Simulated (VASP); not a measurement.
# GaN: relaxation of cell and atoms with LDA

Crystal: GaN.

```
CELL_PARAMETERS angstrom
0.00000 2.13524 2.13524
2.13524 0.00000 2.13524
2.13524 2.13524 0.00000
ATOMIC_POSITIONS crystal
Ga 0.00000 0.00000 0.00000
N 0.50000 0.50000 0.50000
```

* Program: VASP 6.6.1
* Task: relaxation of cell and atoms
* Functional: LDA
* Potentials or basis: VASP PAW LDA potentials, release 64 (Ga_d, N)
* Cutoff: 600 eV
* k mesh: 8 × 8 × 8
* Occupations: gaussian, width 0.01 eV
* Spin: no spin polarisation
* Dipole correction: no
* Further INCAR settings: ALGO = Normal; EDIFF = 1e-07; IBRION = 2; EDIFFG = -0.01; NSW = 80; ISIF = 3

```yaml
Relaxed_volume: 9.18 Å³/atom
Relaxed_cell: a = 2.961 Å, b = 2.961 Å, c = 2.961 Å, α = 60.00°, β = 60.00°, γ = 60.00°
Space_group_after_relaxing_to_0.1_Å: Fm-3m (No. 225)
Energy_gained_by_relaxing: 23.2 meV/atom
Ionic_steps: 6
Pressure_after_relaxing: 0.0 GPa
Band_gap_on_the_k_mesh: 0.60 eV (least direct gap 3.18 eV)
```

The path:
```tsv
step	energy change (eV)	largest force (eV/Å)	pressure (GPa)	volume (Å³)
1	0.0000	0.0000	-12.75	19.47
2	0.0002	0.0000	15.79	17.37
3	-0.0465	0.0000	-0.18	18.37
4	-0.0465	0.0000	0.21	18.35
5	-0.0465	0.0000	-0.31	18.38
6	-0.0465	0.0000	0.03	18.36
```

Final structure:
```
Ga N
1.0
     0.00000    2.09404    2.09404
     2.09404    0.00000    2.09404
     2.09404    2.09404    0.00000
Ga N
1 1
Direct
  0.00000 0.00000 0.00000
  0.50000 0.50000 0.50000
```

Levels at points of the mesh, in eV from the valence-band top:
```
           k point  band 5  band 6  band 7  band 8  band 9  band 10  band 11  band 12  band 13
(0.00, 0.00, 0.00)  -13.97  -13.97   -0.54   -0.54   -0.54     2.64    14.83    14.83    14.83
(0.50, 0.00, 0.00)  -13.83  -13.83   -8.47   -0.15   -0.15     4.80     9.07     9.07     9.61
(0.50, 0.50, 0.00)  -13.77  -10.79   -7.38   -3.16   -3.16     0.61     7.81    12.06    14.64
```

It took 16 s on 1 thread of Intel(R) Xeon(R) Platinum 8488C (Sapphire Rapids), on a shared host, peak memory 0.14 GiB.

A k mesh can miss the band edges.
